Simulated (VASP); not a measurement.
Input of a VASP 6.6.1 run:

Contents of POSCAR:

```
BN
1.0
    2.5055553615      0.0000000001      0.0000000000
   -1.2527776808      2.1698745936      0.0000000000
    0.0000000000      0.0000000000      6.6528827690
B N
2 2
Direct
    0.3333333333      0.6666666667      0.2500000000
    0.6666666667      0.3333333333      0.7500000000
    0.3333333333      0.6666666667      0.7500000000
    0.6666666667      0.3333333333      0.2500000000
```

The input INCAR.step1:

```
SYSTEM = BN
PREC = Accurate ; ENCUT = 520
EDIFF = 1E-5 ; ISMEAR = 0
SIGMA = 0.05 ; LREAL = .False.
LASPH = .True. ; NELM = 60
ALGO = Normal ; ISIF = 2
LWAVE = .True. ; LCHARG = .False.
NBANDS = 16 ; GGA = PE
```

File INCAR.step2:

```
SYSTEM = BN
PREC = Accurate ; ENCUT = 520
EDIFF = 1E-6 ; ISMEAR = 0
SIGMA = 0.05 ; LREAL = .False.
LASPH = .True. ; NELM = 60
ALGO = Normal ; ISIF = 2
LWAVE = .False. ; LCHARG = .False.
GGA = PE ; LHFCALC = .True.
AEXX = 0.1 ; PRECFOCK = Normal
NBANDS = 16 ; ISTART = 1
```

Contents of KPOINTS:

```
Automatic mesh
0
Gamma
  6 6 2
  0 0 0
```

Potentials or basis: VASP PAW PBE potentials, release 64 (B, N).

The run is started by

```sh
$ cat potpaw_PBE.64/B/POTCAR potpaw_PBE.64/N/POTCAR > POTCAR
$ cp INCAR.step1 INCAR
$ mpirun -np 1 vasp_std > vasp.out
$ cp INCAR.step2 INCAR
$ mpirun -np 1 vasp_std > vasp.out
```

Q: Predict the pressure.

A: 0.9 GPa.

Q: What does it give for the band gap on the k mesh?

A: 5.10 eV (least direct gap 5.50 eV).

Stress tensor (GPa, compression positive):
```
0.11 0.00 0.00
0.00 0.11 0.00
0.00 0.00 2.44
```

Caveat: the k points lie up to 0.48 Å⁻¹ apart; the PAW data sets were made with another functional, which shifts forces and pressure a little. A k mesh can miss the band edges.
